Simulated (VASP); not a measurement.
Runs of VASP 6.6.1 on SiO2 (pbe). The structure is that of space group P4_2/mnm (No. 136), or close to it. The cells are those of the table. 

| task | cell | k mesh | cutoff (eV) | smearing | gap on the mesh (eV) | pressure (GPa) | relaxed volume (Å³/atom) | largest force (eV/Å) |
| --- | --- | --- | --- | --- | --- | --- | --- | --- |
| single point | a = 4.236, b = 4.236, c = 2.690 Å, 6 atoms | 6 × 6 × 8 | 520 | gaussian 0.02 eV | (b) | 0.2 | - | 0.02 |
| single point | a = 4.232, b = 4.232, c = 2.692 Å, 6 atoms | 6 × 6 × 8 | 520 | gaussian 0.1 eV | 5.04 | (a) | - | 0.04 |
| relaxation of cell and atoms | relaxed from a = 4.232, b = 4.232, c = 2.692 Å, 6 atoms | 6 × 6 × 8 | 600 | gaussian 0.02 eV | 5.04 | 0.0 | 8.03 | - |
| relaxation of cell and atoms | relaxed from a = 4.186, b = 4.186, c = 2.668 Å, 6 atoms | 6 × 6 × 8 | 600 | gaussian 0.1 eV | 5.04 | 0.2 | 8.03 | 0.02 |
| single point | a = 4.186, b = 4.186, c = 2.668 Å, 6 atoms | 4 × 4 × 6 | 520 | gaussian 0.1 eV | 5.53 | 9.5 | - | 0.05 |

Alike in all rows: level PBE; potentials or basis VASP PAW PBE potentials, release 64 (Si, O); no spin polarisation.

Problem. Fill in the values left out.

Solution. (a) 0.5; (b) 5.03.

Caveats: the relaxation stopped at a loose force limit of 0.05 eV/Å, so its end isn't a converged minimum (some runs).

A k mesh can miss the band edges.
